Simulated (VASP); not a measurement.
A run of VASP 6.6.1 is set up as follows.

File INCAR:

```
SYSTEM = Bi
PREC     = Accurate       ! precision mode
ENCUT    = 520            ! plane-wave cutoff, eV
EDIFF    = 1E-6           ! SCF threshold, eV
ISMEAR   = -1             ! smearing method
SIGMA    = 0.1            ! smearing width, eV
LREAL    = .FALSE.        ! projectors in reciprocal space
LASPH    = .TRUE.         ! aspherical terms in the spheres
NELM     = 60             ! most SCF steps
ALGO     = Normal         ! electronic algorithm
ISIF     = 2              ! what is computed and relaxed
LWAVE    = .FALSE.        ! write WAVECAR
LCHARG   = .TRUE.         ! write CHGCAR
GGA      = PE             ! functional
LELF     = .TRUE.         ! ELF
LVHAR    = .TRUE.       
NBANDS   = 14             ! bands
```

File KPOINTS:

```
regular mesh
0
G
  14 14 13
  0 0 0
```

POSCAR

```
Bi
1.0
    3.2678882629      0.0000000000      0.0000000000
   -1.6339441315      2.8300742524      0.0000000000
    0.0000000000      0.0000000000      3.1049732579
Bi
1
Direct
    0.0000000000      0.0000000000      0.0000000000
```

Potentials or basis: VASP PAW PBE potentials, release 64 (Bi_d).

The run is started by

```bash
$ cat potpaw_PBE.64/Bi_d/POTCAR > POTCAR
$ mpirun -np 1 vasp_std > vasp.out
```

**Question.** What does it give for the pressure?

**Answer.** 11.4 GPa.

**Question.** Predict the band gap on the k mesh.

**Answer.** Zero (an odd number of electrons rules out a gap without spin polarisation).

Caveat: the cell stands under pressure; spin-orbit coupling is left out, which moves the levels of the heavy elements.
